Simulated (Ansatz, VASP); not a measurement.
This is a calculation of BAs for VASP 6.6.1.

Contents of INCAR:

```
ALGO = Normal ; EDIFF = 1E-6
ENCUT = 520 ; GGA = PE
ISIF = 2 ; ISMEAR = 0
LASPH = T ; LCHARG = F
LREAL = F ; LWAVE = F
NBANDS = 11 ; NELM = 60
PREC = Accurate ; SIGMA = 0.018000000000000002
```

The input KPOINTS:

```
k-points
0
Gamma
  10 10 10
```

The input POSCAR:

```
BAs
1.0
    0.0000000000      2.3885000000      2.3885000000
    2.3885000000      0.0000000000      2.3885000000
    2.3885000000      2.3885000000      0.0000000000
As B
1 1
Direct
    0.7500000000      0.7500000000      0.7500000000
    0.0000000000      0.0000000000      0.0000000000
```

Potentials or basis: VASP PAW PBE potentials, release 64 (As, B).

Launch:

```console
$ cat potpaw_PBE.64/As/POTCAR potpaw_PBE.64/B/POTCAR > POTCAR
$ mpirun -np 1 vasp_std > vasp.out
```

**Question.** Set up the same calculation for Ansatz 0.2.0. Potentials there: all-electron LAPW, scalar-relativistic.

**Answer.** As run (the cutoff follows the program's own potentials):

The input input.yaml:

```yaml
crystal:
  lattice:
    - [0.0, 2.3885, 2.3885]
    - [2.3885, 0.0, 2.3885]
    - [2.3885, 2.3885, 0.0]
  atoms:
    - { symbol: As, position: [0.75, 0.75, 0.75] }
    - { symbol: B, position: [0.0, 0.0, 0.0] }
kpoints:
  mp_grid: { grid: [10, 10, 10] }
scf:
  occupations: { method: gaussian, width: 0.018 }
hamiltonian:
  xc: pbe
  pseudopotentials: { kind: all_electron, lapw: { basis_error: 0.001 } }
output:
  forces: true
  stress: true
  eigenvalues: true
```

Potentials or basis: all-electron LAPW, scalar-relativistic.

Command:

```sh
$ ansatz run input.yaml --threads 1 --pin off --max-ram 3072MiB --backend cpu --events-out ev --progress --plain --runs-dir out
```

Both were run:

|  | VASP | Ansatz | Ansatz less VASP |
| --- | --- | --- | --- |
| gap on the k mesh at the Fermi level (eV) | 1.18 | 1.19 | +0.011 |
| least direct gap on the mesh (eV) | 3.28 | 3.28 | +0.008 |
| pressure (GPa) | 3.4 | 2.7 | -0.69 |

Ansatz ran all-electron here, and VASP with PAW potentials.
